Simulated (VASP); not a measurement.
Here is a VASP 6.6.1 calculation.

INCAR

```
SYSTEM = Mo
  PREC = Accurate
  ENCUT = 520
  EDIFF = 1E-7
  ISMEAR = 1
  SIGMA = 0.1
  LREAL = .False.
  LASPH = .True.
  NELM = 60
  ALGO = Normal
  ISIF = 2
  LWAVE = .False.
  LCHARG = .False.
  LDIPOL = .True.
  IDIPOL = 3
  DIPOL = 0.5 0.5 0.500
  GGA = PE
  NBANDS = 96
  KPAR = 4
```

Contents of KPOINTS:

```
Automatic mesh
0
Gamma
  13 13 1
  0 0 0
```

Contents of POSCAR:

```
Mo
1.0
    4.4796882565      0.0000000000      0.0000000000
    2.2398441283      3.8795238312      0.0000000000
    0.0000000000      0.0000000000     25.0585378990
Mo
12
Direct
    0.0000000000      0.0000000000      0.2992991862
    0.3333333333      0.3333333333      0.3357902432
    0.6666666667      0.6666666667      0.3722813003
    0.0000000000      0.0000000000      0.4087723574
    0.3333333333      0.3333333333      0.4452634144
    0.6666666667      0.6666666667      0.4817544715
    1.0000000000      0.0000000000      0.5182455285
    0.3333333333      0.3333333333      0.5547365856
    0.6666666667      0.6666666667      0.5912276426
    0.0000000000      0.0000000000      0.6277186997
    0.3333333333      0.3333333333      0.6642097568
    0.6666666667      0.6666666667      0.7007008138
```

Potentials or basis: VASP PAW PBE potentials, release 64 (Mo_sv).

Run with:

```bash
$ cat potpaw_PBE.64/Mo_sv/POTCAR > POTCAR
$ mpirun -np 4 vasp_std > vasp.out
```

Q: Predict the largest force.

A: 2.326 eV/Å.

Q: Predict the band gap on the k mesh.

A: Zero (bands 84 and 85 overlap by 0.19 eV).

Forces in eV/Å, atoms in the order of the input:
```
Mo   0.000  0.000  2.326
Mo   0.000  0.000 -0.039
Mo   0.000  0.000 -0.662
Mo   0.000  0.000 -1.163
Mo   0.000  0.000 -0.346
Mo   0.000  0.000 -0.140
Mo   0.000  0.000  0.140
Mo   0.000  0.000  0.346
Mo   0.000  0.000  1.163
Mo   0.000  0.000  0.662
Mo   0.000  0.000  0.039
Mo   0.000  0.000 -2.326
```
